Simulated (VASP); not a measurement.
# Li (Im-3m) in VASP: further runs

Li is run at these levels: BLYP+D3(BJ), PBEsol; tasks: single point.

Everything below comes from runs of VASP 6.6.1. Logs are shortened: lines on timing, memory, paths and dates and some standing lists are left out, and cuts for length are marked.

### Step 1. The cell of the first run

It takes space group Im-3m (No. 229, cubic). The conventional cell has a = 3.156 Å, b = 3.156 Å, c = 3.156 Å, α = 90.00°, β = 90.00°, γ = 90.00°. Li (site symmetry m-3m) has 14 Li at 2.73 to 3.16 Å within 3.6 Å.

### Step 2. Single point, BLYP+D3(BJ)

File INCAR:

```
AGGAC = 1.0 ; AGGAX = 1.0
ALDAC = 0.0 ; ALDAX = 1.0
ALGO = Normal ; EDIFF = 1E-6
ENCUT = 520 ; GGA = B5
ISIF = 2 ; ISMEAR = -1
IVDW = 12 ; LASPH = T
LCHARG = F ; LREAL = F
LWAVE = F ; NBANDS = 8
NELM = 60 ; PREC = Accurate
SIGMA = 0.05 ; VDW_A1 = 0.4298
VDW_A2 = 4.2359 ; VDW_S6 = 1.0
VDW_S8 = 2.6996
```

File KPOINTS:

```
k-points
0
Gamma
  11 11 11
```

File POSCAR:

```
Li
1.0
   -1.5779589303      1.5779589303      1.5779589303
    1.5779589303     -1.5779589303      1.5779589303
    1.5779589303      1.5779589303     -1.5779589303
Li
1
Direct
    0.0000000000      0.0000000000      0.0000000000
```

Potentials or basis: VASP PAW PBE potentials, release 64 (Li_sv).

Command:

```bash
$ cat potpaw_PBE.64/Li_sv/POTCAR > POTCAR
$ mpirun -np 1 vasp_std > vasp.out
```

OUTCAR:

```text
EDIFF = 1E-6
   ENCUT = 520
   GGA = B5
   ISIF = 2
   ISMEAR = -1
   IVDW = 12
   LASPH = T
   LREAL = F
   NELM = 60
   PREC = Accurate
 IVDW          = 12

 ion  position               nearest neighbor table
   1  0.000  0.000  0.000-

  LATTYP: Found a body centered cubic cell.
 ALAT       =     3.1559178606

  Lattice vectors:

 A1 = (  -1.5779589303,   1.5779589303,   1.5779589303)
 A2 = (   1.5779589303,  -1.5779589303,   1.5779589303)
 A3 = (   1.5779589303,   1.5779589303,  -1.5779589303)

Analysis of symmetry for initial positions (statically):
=====================================================================
 Subroutine PRICEL returns:
 Original cell was already a primitive cell.

 Routine SETGRP: Setting up the symmetry group for a
 body centered cubic supercell.

 Subroutine GETGRP returns: Found 48 space group operations
 (whereof 48 operations were pure point group operations)
 out of a pool of 48 trial point group operations.

The static configuration has the point symmetry O_h .

Analysis of symmetry for dynamics (positions and initial velocities):
=====================================================================
 Subroutine PRICEL returns:
 Original cell was already a primitive cell.

 Routine SETGRP: Setting up the symmetry group for a
 body centered cubic supercell.

 Subroutine GETGRP returns: Found 48 space group operations
 (whereof 48 operations were pure point group operations)
 out of a pool of 48 trial point group operations.

The dynamic configuration has the point symmetry O_h .

 Subroutine INISYM returns: Found 48 space group operations
 (whereof 48 operations are pure point group operations),
 and found     1 'primitive' translations

----------------------------------------------------------------------------------------

                                     Primitive cell

  volume of cell :      15.7162

  direct lattice vectors                    reciprocal lattice vectors
    -1.577958930  1.577958930  1.577958930     0.000000000  0.316865028  0.316865028
     1.577958930 -1.577958930  1.577958930     0.316865028  0.000000000  0.316865028
     1.577958930  1.577958930 -1.577958930     0.316865028  0.316865028  0.000000000

  length of vectors
     2.733105040  2.733105040  2.733105040     0.448114819  0.448114819  0.448114819

  position of ions in fractional coordinates (direct lattice)
     0.000000000  0.000000000  0.000000000

  ion indices of the primitive-cell ions
[... 75 lines left out ...]
   LREAL  =      F    real-space projection
   EDIFFG = 0.1E-04   stopping-criterion for IOM
   NSW    =      0    number of steps for IOM
   IBRION =     -1    ionic relax: 0-MD 1-quasi-New 2-CG
   NFREE  =      0    steps in history (QN), initial steepest desc. (CG)
   ISIF   =      2    stress and relaxation
   ISYM   =      2    0-nonsym 1-usesym 2-fastsym
   POTIM  = 0.5000    time-step for ionic-motion
   TEBEG  =    0.0;   TEEND  =   0.0 temperature during run
   PSTRESS=    0.0 pullay stress
   NELECT =       3.0000    total number of electrons
   NUPDOWN=      -1.0000    fix difference up-down
   EMIN   =  10.00;   EMAX   =-10.00  energy-range for DOS
   EFERMI =   0.00;   METHOD = LEGACY
   ISMEAR =    -1;   SIGMA  =   0.05  broadening in eV -4-tet -1-fermi 0-gaus
   EFERMI_NEDOS =   21; number of points for ismear=-14 and -15
   IALGO  =     38    algorithm
   IMIX   =      4    mixing-type and parameters
     AMIX     =   0.40;   BMIX     =  1.00
     AMIX_MAG =   1.60;   BMIX_MAG =  1.00
  volume/ion in A,a.u.               =      15.72       106.06
  Fermi-wavevector in a.u.,A,eV,Ry     =   0.942612  1.781278 12.089009  0.888517
  Thomas-Fermi vector in A             =   2.070238
   LORBIT       =      0    0 simple, 1 ext, 2 COOP (PROOUT), +10 PAW based schemes
   GGA     = B5    functional components
   LHFCALC =     F    Hartree Fock is set to
   AEXX    =    0.0000 exact exchange contribution
   IVDW    =    12    specifies the selected vdW correction
   LEPSILON=     F    determine dielectric tensor
   LRPA    =     F    only Hartree local field effects (RPA)
 non-spin polarized calculation
  energy-cutoff  :      520.00
  volume of cell :       15.72
 maximum number of plane-waves:       434
   NGX = 11   NGY = 11   NGZ = 11

 number of electron       2.9999988 magnetization

 Free energy of the ion-electron system (eV)
  ---------------------------------------------------
  ext. energy  EPLUGINS =         0.00000000
  ---------------------------------------------------
  free energy    TOTEN  =        -1.51452636 eV

  energy without entropy =       -1.51064837  energy(sigma->0) =       -1.51258737

 E-fermi :   1.8555     XC(G=0):  -7.2994

 val. band max:        1.8284928562   @ k =  -0.3636   0.4545   0.0909
 cond. band min:       2.0102431084   @ k =  -0.4545   0.4545   0.0909
 fundamental gap:      0.1817502522
 Fermi energy:         1.8555003501

 k-point     1 :       0.0000    0.0000    0.0000
  band No.  band energies     occupation
      1     -44.9977      2.00000
      2      -1.9979      2.00000
      3      18.9863      0.00000
      4      18.9864      0.00000
      5      18.9864      0.00000
      6      24.7840      0.00000
      7      24.7840      0.00000
      8      24.7840      0.00000
[... 243 lines left out ...]
 k-point    24 :       0.3636    0.1818    0.0909
  band No.  band energies     occupation
      1     -44.9461      2.00000
      2       3.1735      0.00000
      3       5.7868      0.00000
      4       9.8340      0.00000
      5      13.3189      0.00000
      6      24.8934      0.00000
      7      25.9213      0.00000
      8      29.8402      0.00000

 [... further k-points ...]

------------------------ aborting loop because EDIFF is reached ----------------------------------------

 Edisp (eV)   -0.48820

 E8    (eV) :    -0.3509

  FORCE on cell =-STRESS in cart. coord.  units (eV):
  Direction    XX          YY          ZZ          XY          YZ          ZX
  --------------------------------------------------------------------------------------
  -------------------------------------------------------------------------------------
  Total      -0.00645    -0.00645    -0.00645    -0.00000     0.00000     0.00000
  in kB      -0.65776    -0.65776    -0.65776    -0.00000     0.00000     0.00000
  external pressure =       -0.66 kB  Pullay stress =        0.00 kB

 VOLUME and BASIS-vectors are now :
 -----------------------------------------------------------------------------
  energy-cutoff  :      520.00
  volume of cell :       15.72
      direct lattice vectors                 reciprocal lattice vectors
    -1.577958930  1.577958930  1.577958930     0.000000000  0.316865028  0.316865028
     1.577958930 -1.577958930  1.577958930     0.316865028  0.000000000  0.316865028
     1.577958930  1.577958930 -1.577958930     0.316865028  0.316865028  0.000000000

 POSITION                                       TOTAL-FORCE (eV/Angst)
 -----------------------------------------------------------------------------------
      0.00000      0.00000      0.00000         0.000000     -0.000000      0.000000
 -----------------------------------------------------------------------------------
    total drift:                                0.000000     -0.000000      0.000000

  FREE ENERGIE OF THE ION-ELECTRON SYSTEM (eV)
  ---------------------------------------------------
  free  energy   TOTEN  =        -2.0027276103 eV

  energy  without entropy=       -1.9988496171  energy(sigma->0) =       -2.00078861
```

OSZICAR:

```text
N       E                     dE             d eps       ncg     rms          rms(c)
DAV:   1     0.290498895465E+00    0.29050E+00   -0.74182E+02   904   0.266E+02
DAV:   2    -0.147422619447E+01   -0.17647E+01   -0.16909E+01  1288   0.346E+01
DAV:   3    -0.150786601012E+01   -0.33640E-01   -0.33640E-01   968   0.291E+00
DAV:   4    -0.150813311400E+01   -0.26710E-03   -0.26710E-03  1416   0.261E-01
DAV:   5    -0.150813337816E+01   -0.26416E-06   -0.26420E-06   976   0.721E-03    0.332E-01
DAV:   6    -0.151126311305E+01   -0.31297E-02   -0.11005E-03   952   0.211E-01    0.213E-01
DAV:   7    -0.151448137555E+01   -0.32183E-02   -0.30038E-03   928   0.361E-01    0.135E-02
DAV:   8    -0.151452471014E+01   -0.43335E-04   -0.11414E-04  1176   0.726E-02    0.368E-03
DAV:   9    -0.151452640412E+01   -0.16940E-05   -0.56273E-06  1096   0.124E-02    0.186E-03
DAV:  10    -0.151452636331E+01    0.40807E-07   -0.65920E-07  1272   0.525E-03
   1 F= -.20027276E+01 E0= -.20007886E+01  d E =-.387799E-02
```

stdout:

```text
POSCAR found type information on POSCAR Li
 POSCAR found :  1 types and       1 ions
 scaLAPACK will be used
 -----------------------------------------------------------------------------
|                                                                             |
|                                                                             |
|     You enforced a specific xc type in the INCAR file but a different       |
|     I HOPE YOU KNOW WHAT YOU ARE DOING!                                     |
|                                                                             |
 -----------------------------------------------------------------------------

 LDA part: xc-table for (Slater(with rela. corr.)+VWN5), standard interpolation
 POSCAR, INCAR and KPOINTS ok, starting setup
 FFT: planning ... GRIDC
 FFT: planning ... GRID_SOFT
 FFT: planning ... GRID
 WAVECAR not read
 entering main loop
```

Wall time 7.9 s (1 thread of Intel Xeon 8259CL, shared host); peak memory 0.13 GiB.

Results:

```yaml
Free_energy: -2.0027 eV
Band_gap_on_the_k_mesh: zero (an odd number of electrons rules out a gap without spin polarisation)
Dispersion_energy_per_atom: -0.488 eV
```

Caveat: the cutoff is under 1.25 times the usual one of these potentials, so pressure, stress and relaxed cells hold a basis-set (Pulay) error; the PAW data sets were made with another functional, which shifts forces and pressure a little.

### Step 3. Single point, PBEsol

This run uses another cell than the first one, of 20.16 Å³/atom.

File INCAR:

```
SYSTEM = Li
PREC = Accurate
ENCUT = 520
EDIFF = 1E-7
ISMEAR = -1
SIGMA = 0.05
LREAL = .False.
LASPH = .True.
NELM = 100
ALGO = Normal
ISIF = 2
LWAVE = .False.
LCHARG = .False.
GGA = PS
NBANDS = 8
```

File KPOINTS:

```
Automatic mesh
0
Gamma
  11 11 11
  0 0 0
```

File POSCAR:

```
Li
1.0
   -1.7143979960      1.7143979960      1.7143979960
    1.7143979960     -1.7143979960      1.7143979960
    1.7143979960      1.7143979960     -1.7143979960
Li
1
Direct
    0.0000000000      0.0000000000      0.0000000000
```

Potentials or basis: VASP PAW PBE potentials, release 64 (Li_sv).

Command:

```bash
$ cat potpaw_PBE.64/Li_sv/POTCAR > POTCAR
$ mpirun -np 1 vasp_std > vasp.out
```

Run time: 8.8 s. Hardware: 1 thread of Intel Xeon 8259CL, shared host; peak memory 0.13 GiB.

It converged, with:

```
Free energy            : -1.9710 eV
Band gap on the k mesh : zero (an odd number of electrons rules out a gap without spin polarisation)
```

Levels at points of the mesh, in eV from the Fermi level:
```csv
k point,band 1,band 2,band 3,band 4,band 5
"(0.00, 0.00, 0.00)",-45.92,-3.58,14.67,14.67,14.67
```

Caveat: the cutoff is under 1.25 times the usual one of these potentials, so pressure, stress and relaxed cells hold a basis-set (Pulay) error; the PAW data sets were made with another functional, which shifts forces and pressure a little.
